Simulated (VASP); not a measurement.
The system is Sc.

```
CELL_PARAMETERS angstrom
-1.91721 1.91721 1.71760
1.91721 -1.91721 1.71760
1.91721 1.91721 -1.71760
ATOMIC_POSITIONS crystal
Sc 0.00000 0.00000 0.00000
```

* Program: VASP 6.6.1
* Task: relaxation of cell and atoms
* Functional: PBE
* Potentials or basis: VASP PAW PBE potentials, release 64 (Sc_sv)
* Cutoff: 600 eV
* k mesh: 10 × 10 × 10
* Occupations: fermi-dirac, width 0.05 eV
* Spin: no spin polarisation

At the start: pressure -0.7 GPa; volume 25.25 Å³/atom.

How do energy, volume and symmetry change on relaxing?

Over 11 steps the energy falls by 5.5 meV/atom and the volume is 24.89 Å³/atom (-1.4 %); space group I4/mmm (No. 139, to 0.1 Å) before, Im-3m (No. 229, to 0.1 Å).

The path:
```tsv
step	energy change (eV)	largest force (eV/Å)	pressure (GPa)	volume (Å³)
1	0.0000	0.0000	-0.73	25.25
2	-0.0016	0.0000	0.13	24.83
3	-0.0017	0.0000	0.31	24.75
4	-0.0026	0.0000	0.24	24.78
5	-0.0044	0.0000	0.09	24.85
6	-0.0055	0.0000	-0.13	24.96
7	-0.0055	0.0000	-0.12	24.95
8	-0.0055	0.0000	-0.10	24.94
9	-0.0055	0.0000	-0.11	24.94
10	-0.0054	0.0000	0.21	24.79
11	-0.0055	0.0000	0.00	24.89
```

Final structure:
```yaml
crystal:
  lattice:
    - [-1.84525, 1.84525, 1.82756]
    - [1.84525, -1.84525, 1.82756]
    - [1.84525, 1.84525, -1.82756]
  atoms:
    - { symbol: Sc, position: [0.00000, 0.00000, 0.00000] }
```
